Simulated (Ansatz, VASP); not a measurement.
One calculation of Al3Os, two programs

```
Al Os
1.0
     3.86998    0.00000    0.00000
     0.00000    3.86998    0.00000
     0.00000    0.00000    3.86998
Al Os
3 1
Cartesian
  0.0000 1.9350 1.9350
  1.9350 0.0000 1.9350
  1.9350 1.9350 0.0000
  0.0000 0.0000 0.0000
```

Alike in both runs: task relaxation of cell and atoms; functional PBE; k mesh 12 × 12 × 12; occupations gaussian, width 0.1 eV; no spin polarisation.

```csv
,VASP,Ansatz
version,VASP 6.6.1,Ansatz 0.2.0
potentials or method,"VASP PAW PBE potentials, release 64 (Al, Os), cutoff 600 eV","scalar-relativistic, plane waves, PAW"
valence electrons in the cell,17,25
```

|  | VASP | Ansatz | Ansatz less VASP |
| --- | --- | --- | --- |
| gap on the k mesh at the Fermi level, each at its own relaxed structure (eV) | none | none | - |
| relaxed volume (Å³/atom) | 14.52 | 14.52 | -0.004 |
| relaxed cell length with the largest relative difference (Å) | 3.873 | 3.873 | -0.0004 |

A gap of «none» marks a metal or a gap that the smearing closes. VASP's potentials hold 17 valence electrons a cell and Ansatz's 25, so a difference there can come from the potentials and not from the codes.

Neither program's run includes spin-orbit coupling.
